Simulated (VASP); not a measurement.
# PtSe2 (P-3m1) in VASP: single point with HSE06

Aim: the single point of PtSe2 with HSE06.

Everything below comes from runs of VASP 6.6.1. Logs are shortened: lines on timing, memory, paths and dates and some standing lists are left out, and cuts for length are marked.

### Step 1. The cell of the first run

Symmetry: P-3m1, No. 164, trigonal system. The conventional cell has a = 3.729 Å, b = 3.729 Å, c = 5.277 Å, α = 90.00°, β = 90.00°, γ = 120.00°. Within 3.3 Å of Pt (site symmetry -3m) lie 6 Se at 2.51 Å. Within 3.5 Å of Se (site symmetry 3m) lie 3 Pt at 2.51 Å and 6 Se at 3.37 to 3.44 Å.

### Step 2. Single point, HSE06

The input, POSCAR:

```
PtSe2
1.0
    3.7286503679      0.0000000000      0.0000000000
   -1.8643251839      3.2291059405      0.0000000000
    0.0000000000      0.0000000000      5.2771565786
Pt Se
1 2
Direct
    0.0000000000      0.0000000000      0.0000000000
    0.3333333333      0.6666666667      0.2462188989
    0.6666666667      0.3333333333      0.7537811011
```

The input, INCAR.step1:

```
SYSTEM = PtSe2
ALGO = Normal ; EDIFF = 1E-5
ENCUT = 520 ; GGA = PE
ISIF = 2 ; ISMEAR = -1
KPAR = 4 ; LASPH = .TRUE.
LCHARG = .FALSE. ; LREAL = .FALSE.
LWAVE = .TRUE. ; NBANDS = 18
NELM = 100 ; PREC = Accurate
SIGMA = 0.02
```

The input, INCAR.step2:

```
SYSTEM = PtSe2
ALGO = Normal ; EDIFF = 1E-6
ENCUT = 520 ; GGA = PE
HFSCREEN = 0.2079 ; ISIF = 2
ISMEAR = -1 ; ISTART = 1
KPAR = 4 ; LASPH = .TRUE.
LCHARG = .FALSE. ; LHFCALC = .TRUE.
LREAL = .FALSE. ; LWAVE = .FALSE.
NBANDS = 18 ; NELM = 100
PREC = Accurate ; PRECFOCK = Normal
SIGMA = 0.02
```

The input, KPOINTS:

```
k-points
0
G
  6 6 4
  0 0 0
```

Potentials or basis: VASP PAW PBE potentials, release 64 (Pt, Se).

Run with:

```bash
$ cat potpaw_PBE.64/Pt/POTCAR potpaw_PBE.64/Se/POTCAR > POTCAR
$ cp INCAR.step1 INCAR
$ mpirun -np 4 vasp_std > vasp.out
$ cp INCAR.step2 INCAR
$ mpirun -np 4 vasp_std > vasp.out
```

OUTCAR:

```text
SYSTEM = PtSe2
   EDIFF = 1E-6
   ENCUT = 520
   GGA = PE
   HFSCREEN = 0.2079
   ISIF = 2
   ISMEAR = -1
   ISTART = 1
   LASPH = .TRUE.
   LHFCALC = .TRUE.
   LREAL = .FALSE.
   NELM = 100
   PREC = Accurate
   PRECFOCK = Normal

 ion  position               nearest neighbor table
   1  0.000  0.000  0.000-   2 2.51   3 2.51   3 2.51   2 2.51   3 2.51   2 2.51
   2  0.333  0.667  0.246-   1 2.51   1 2.51   1 2.51
   3  0.667  0.333  0.754-   1 2.51   1 2.51   1 2.51

  LATTYP: Found a hexagonal cell.
 ALAT       =     3.7286503679
 C/A-ratio  =     1.4152993866

  Lattice vectors:

 A1 = (   3.7286503679,   0.0000000000,   0.0000000000)
 A2 = (  -1.8643251839,   3.2291059405,   0.0000000000)
 A3 = (   0.0000000000,   0.0000000000,   5.2771565786)

Analysis of symmetry for initial positions (statically):
=====================================================================
 Subroutine PRICEL returns:
 Original cell was already a primitive cell.

 Routine SETGRP: Setting up the symmetry group for a
 hexagonal supercell.

 Subroutine GETGRP returns: Found 12 space group operations
 (whereof 12 operations were pure point group operations)
 out of a pool of 24 trial point group operations.

The static configuration has the point symmetry D_3d.

Analysis of symmetry for dynamics (positions and initial velocities):
=====================================================================
 Subroutine PRICEL returns:
 Original cell was already a primitive cell.

 Routine SETGRP: Setting up the symmetry group for a
 hexagonal supercell.

 Subroutine GETGRP returns: Found 12 space group operations
 (whereof 12 operations were pure point group operations)
 out of a pool of 24 trial point group operations.

The dynamic configuration has the point symmetry D_3d.

 Subroutine INISYM returns: Found 12 space group operations
 (whereof 12 operations are pure point group operations),
 and found     1 'primitive' translations

----------------------------------------------------------------------------------------

                                     Primitive cell

  volume of cell :      63.5381

  direct lattice vectors                    reciprocal lattice vectors
     3.728650368  0.000000000  0.000000000     0.268193556  0.154841622  0.000000000
    -1.864325184  3.229105941  0.000000000     0.000000000  0.309683243  0.000000000
     0.000000000  0.000000000  5.277156579     0.000000000  0.000000000  0.189495988

  length of vectors
     3.728650368  3.728650368  5.277156579     0.309683243  0.309683243  0.189495988

  position of ions in fractional coordinates (direct lattice)
     0.000000000  0.000000000  0.000000000
     0.333333333  0.666666667  0.246218899
     0.666666667  0.333333333  0.753781101

  ion indices of the primitive-cell ions
   primitive index   ion index
                 1           1
                 2           2
                 3           3

----------------------------------------------------------------------------------------

 KPOINTS: k-points

Automatic generation of k-mesh.
 Grid dimensions read from file:
 generate k-points for:    6    6    4

 Generating k-lattice:

  Cartesian coordinates                     Fractional coordinates (reciprocal lattice)
     0.044698926  0.025806937  0.000000000     0.166666667  0.000000000  0.000000000
     0.000000000  0.051613874  0.000000000     0.000000000  0.166666667  0.000000000
     0.000000000  0.000000000  0.047373997     0.000000000  0.000000000  0.250000000

  Length of vectors
     0.051613874  0.051613874  0.047373997

  Shift w.r.t. Gamma in fractional coordinates (k-lattice)
     0.000000000  0.000000000  0.000000000

 Subroutine IBZKPT returns following result:
 ===========================================

 Found     24 irreducible k-points:

 Following reciprocal coordinates:
            Coordinates               Weight
  0.000000  0.000000  0.000000      1.000000
  0.166667 -0.000000  0.000000      6.000000
  0.333333 -0.000000  0.000000      6.000000
  0.500000 -0.000000  0.000000      3.000000
  0.166667  0.166667  0.000000      6.000000
  0.333333  0.166667  0.000000     12.000000
[... 16 lines left out ...]
  0.333333  0.166667  0.500000     12.000000
  0.333333  0.333333  0.500000      2.000000
   k-points           NKPTS =     24   k-points in BZ     NKDIM =    144   number of bands    NBANDS=     18
   number of dos      NEDOS =    301   number of ions     NIONS =      3
   total plane-waves  NPLWV =  31360
   dimension x,y,z NGX =    28 NGY =   28 NGZ =   40
   dimension x,y,z NGXF=    56 NGYF=   56 NGZF=   80
   ions per type =               1   2
   NGX,Y,Z   is equivalent  to a cutoff of  12.48, 12.48, 12.60 a.u.
   NGXF,Y,Z  is equivalent  to a cutoff of  24.97, 24.97, 25.20 a.u.
 SYSTEM =  PtSe2
   PREC   = accura    normal or accurate (medium, high low for compatibility)
   ISTART =      1    job   : 0-new  1-cont  2-samecut
   ICHARG =      0    charge: 1-file 2-atom 10-const
   ISPIN  =      1    spin polarized calculation?
   LNONCOLLINEAR =      F non collinear calculations
   LSORBIT =      F    spin-orbit coupling
   LASPH  =      T    aspherical Exc in radial PAW
   ENCUT  =  520.0 eV  38.22 Ry    6.18 a.u.   6.93  6.93  9.81*2*pi/ulx,y,z
   NELM   =    100;   NELMIN=  2; NELMDL=  0     # of ELM steps
   EDIFF  = 0.1E-05   stopping-criterion for ELM
   LREAL  =      F    real-space projection
   EDIFFG = 0.1E-04   stopping-criterion for IOM
   NSW    =      0    number of steps for IOM
   IBRION =     -1    ionic relax: 0-MD 1-quasi-New 2-CG
   NFREE  =      0    steps in history (QN), initial steepest desc. (CG)
   ISIF   =      2    stress and relaxation
   ISYM   =      3    0-nonsym 1-usesym 2-fastsym
   POTIM  = 0.5000    time-step for ionic-motion
   TEBEG  =    0.0;   TEEND  =   0.0 temperature during run
   PSTRESS=    0.0 pullay stress
   NELECT =      22.0000    total number of electrons
   NUPDOWN=      -1.0000    fix difference up-down
   EMIN   =  10.00;   EMAX   =-10.00  energy-range for DOS
   EFERMI =   0.00;   METHOD = LEGACY
   ISMEAR =    -1;   SIGMA  =   0.02  broadening in eV -4-tet -1-fermi 0-gaus
   EFERMI_NEDOS =   21; number of points for ismear=-14 and -15
   IALGO  =     38    algorithm
   IMIX   =      1    mixing-type and parameters
     AMIX     =   0.40;   BMIX     =  1.00
     AMIX_MAG =   1.60;   BMIX_MAG =  1.00
  volume/ion in A,a.u.               =      21.18       142.93
  Fermi-wavevector in a.u.,A,eV,Ry     =   1.149576  2.172384 17.980444  1.321525
  Thomas-Fermi vector in A             =   2.286245
   LORBIT       =      0    0 simple, 1 ext, 2 COOP (PROOUT), +10 PAW based schemes
   GGA     = PE    functional components
   LHFCALC =     T    Hartree Fock is set to
   PRECFOCK=normal    Normal, Fast or Accurate (Low or Medium for compatibility)
   ENCUT4O =  -1.0   cutoff for four orbital integrals eV
   NKREDX  =     1    reduce k-point grid by
   NKREDY  =     1    reduce k-point grid by
   NKREDZ  =     1    reduce k-point grid by
   AEXX    =    0.2500 exact exchange contribution
   HFSCREEN=    0.2079 screening length (either q_TF or 0.3 A-1)
   HFSCREENC=   0.2079 screening length for correlation (either q_TF or 0.3 A-1)
   ENCUTFOCK=  -1.0 apply spherical cutoff to Coloumb kernel
   IVDW    =     0    specifies the selected vdW correction
   LEPSILON=     F    determine dielectric tensor
   LRPA    =     F    only Hartree local field effects (RPA)
 non-spin polarized calculation
  energy-cutoff  :      520.00
  volume of cell :       63.54
 maximum number of plane-waves:      1728
  NGX = 24; NGY = 24; NGZ = 30

 number of electron      21.9999999 magnetization

 Free energy of the ion-electron system (eV)
  ---------------------------------------------------
  ext. energy  EPLUGINS =         0.00000000
  ---------------------------------------------------
  free energy    TOTEN  =       -17.22068731 eV

  energy without entropy =      -17.22062273  energy(sigma->0) =      -17.22065502

 E-fermi :   5.9829     XC(G=0):  -8.5879

 val. band max:        5.9044570252   @ k =   0.0000   0.0000   0.0000
 cond. band min:       6.0967795244   @ k =   0.3333   0.3333   0.0000
 fundamental gap:      0.1923224992
 Fermi energy:         5.9829469887

 k-point     1 :       0.0000    0.0000    0.0000
  band No.  band energies     occupation
      1     -11.3270      2.00000
      2      -8.5562      2.00000
      3      -2.2336      2.00000
      4      -1.3790      2.00000
      5      -1.3790      2.00000
      6       0.7906      2.00000
[... 10 lines left out ...]
     17      13.8507      0.00000
     18      18.3251      0.00000

 k-point     2 :       0.1667   -0.0000    0.0000
  band No.  band energies     occupation
      1     -10.9996      2.00000
      2      -8.6663      2.00000
      3      -1.8547      2.00000
      4      -1.2176      2.00000
      5      -1.1639      2.00000
      6       0.4332      2.00000
[... 10 lines left out ...]
     17      14.7799      0.00000
     18      15.5678      0.00000

 k-point     3 :       0.3333   -0.0000    0.0000
  band No.  band energies     occupation
      1     -10.1754      2.00000
      2      -8.9327      2.00000
      3      -1.5953      2.00000
      4      -0.7995      2.00000
      5      -0.7040      2.00000
      6      -0.2854      2.00000
[... 10 lines left out ...]
     17      14.4783      0.00000
     18      15.5538      0.00000

 k-point     4 :       0.5000   -0.0000    0.0000
  band No.  band energies     occupation
      1      -9.3753      2.00000
      2      -9.3583      2.00000
      3      -2.3707      2.00000
      4      -0.7362      2.00000
      5      -0.4093      2.00000
      6       0.9023      2.00000
[... 375 lines left out ...]
      4      -1.2176      2.00000
      5      -0.5110      2.00000
      6       0.1342      2.00000
[... 10 lines left out ...]
     17      14.7353      0.00000
     18      15.1974      0.00000

 k-point    23 :       0.3333    0.1667    0.5000
  band No.  band energies     occupation
      1      -9.4482      2.00000
      2      -9.2242      2.00000
      3      -2.1390      2.00000
      4      -1.2939      2.00000
      5      -0.4052      2.00000
      6       0.2629      2.00000
[... 10 lines left out ...]
     17      14.7755      0.00000
     18      16.2070      0.00000

 k-point    24 :       0.3333    0.3333    0.5000
  band No.  band energies     occupation
      1      -9.2157      2.00000
      2      -9.2157      2.00000
      3      -1.3899      2.00000
      4      -1.3899      2.00000
      5      -1.1893      2.00000
      6       0.6078      2.00000
[... 10 lines left out ...]
     17      14.0507      0.00000
     18      16.5707      0.00000

------------------------ aborting loop because EDIFF is reached ----------------------------------------

  FORCE on cell =-STRESS in cart. coord.  units (eV):
  Direction    XX          YY          ZZ          XY          YZ          ZX
  --------------------------------------------------------------------------------------
  -------------------------------------------------------------------------------------
  Total       -0.3909900     -0.3909900     -0.1103833     -0.0000000      0.0000000      0.0000000
  in kB       -9.8592131     -9.8592131     -2.7834285     -0.0000000      0.0000000      0.0000000
  external PRESSURE =      -7.5006183 kB  Pullay stress =       0.0000000 kB

 VOLUME and BASIS-vectors are now :
 -----------------------------------------------------------------------------
  energy-cutoff  :      520.00
  volume of cell :       63.54
      direct lattice vectors                 reciprocal lattice vectors
     3.728650368  0.000000000  0.000000000     0.268193556  0.154841622  0.000000000
    -1.864325184  3.229105941  0.000000000     0.000000000  0.309683243  0.000000000
     0.000000000  0.000000000  5.277156579     0.000000000  0.000000000  0.189495988

 POSITION                                       TOTAL-FORCE (eV/Angst)
 -----------------------------------------------------------------------------------
      0.00000      0.00000      0.00000        -0.000000      0.000000      0.000000
     -0.00000      2.15274      1.29934         0.000000      0.000000     -0.326638
      1.86433      1.07637      3.97782        -0.000000      0.000000      0.326638
 -----------------------------------------------------------------------------------
    total drift:                                0.000000     -0.000000     -0.000003

  FREE ENERGIE OF THE ION-ELECTRON SYSTEM (eV)
  ---------------------------------------------------
  free  energy   TOTEN  =       -17.2206873071 eV

  energy  without entropy=      -17.2206227271  energy(sigma->0) =      -17.22065502
```

It took 17 min on 4 MPI ranks of Oxide Virtual Turin-like, shared host; peak memory 0.28 GiB.

What came out:

| Item | Value |
| --- | --- |
| Free energy | -17.2207 eV |
| Pressure | -0.8 GPa |
| Largest force | 0.327 eV/Å |
| Band gap on the k mesh | 0.19 eV (least direct gap 1.39 eV) |

Forces in eV/Å, atoms in the order of the input:
```
Pt   0.000  0.000  0.000
Se   0.000  0.000 -0.327
Se   0.000  0.000  0.327
```

Caveat: the PAW data sets were made with another functional, which shifts forces and pressure a little; spin-orbit coupling is left out, which moves the levels of the heavy elements.
